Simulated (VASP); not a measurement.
Ti, 3 atoms in the cell. It takes space group P6/mmm (No. 191, hexagonal). The conventional cell has a = 4.283 Å, b = 4.283 Å, c = 2.681 Å, α = 90.00°, β = 90.00°, γ = 120.00°. Within 3.5 Å of Ti (site symmetry 6/mmm) lie 14 Ti at 2.68 to 2.81 Å. Ti (site symmetry -6m2) has 11 Ti at 2.47 to 2.81 Å within 3.3 Å. 

| Quantity | Value |
| --- | --- |
| Program | VASP 6.6.1 |
| Task | single point |
| Functional | LDA |
| Potentials or basis | VASP PAW LDA potentials, release 64 (Ti_sv) |
| Cutoff | 520 eV |
| k mesh | 9 × 9 × 12 |
| Occupations | fermi-dirac, width 0.05 eV |
| Spin | no spin polarisation |
| Dipole correction | no |
| Further INCAR settings | ALGO = Normal; EDIFF = 1e-07; NBANDS = 25 |

Potentials or basis: VASP PAW LDA potentials, release 64 (Ti_sv).

The run is started by

```sh
$ cat potpaw_LDA.64/Ti_sv/POTCAR > POTCAR
$ mpirun -np 1 vasp_std > vasp.out
```

Hardware: 1 thread of Intel(R) Xeon(R) 6975P-C (Granite Rapids), on a shared host.

Question: How long does it take, and how much memory?

Answer: It took 33 s on 1 thread of Intel(R) Xeon(R) 6975P-C (Granite Rapids), on a shared host, peak memory 0.18 GiB. Counts: scf iterations 16, k points 84.
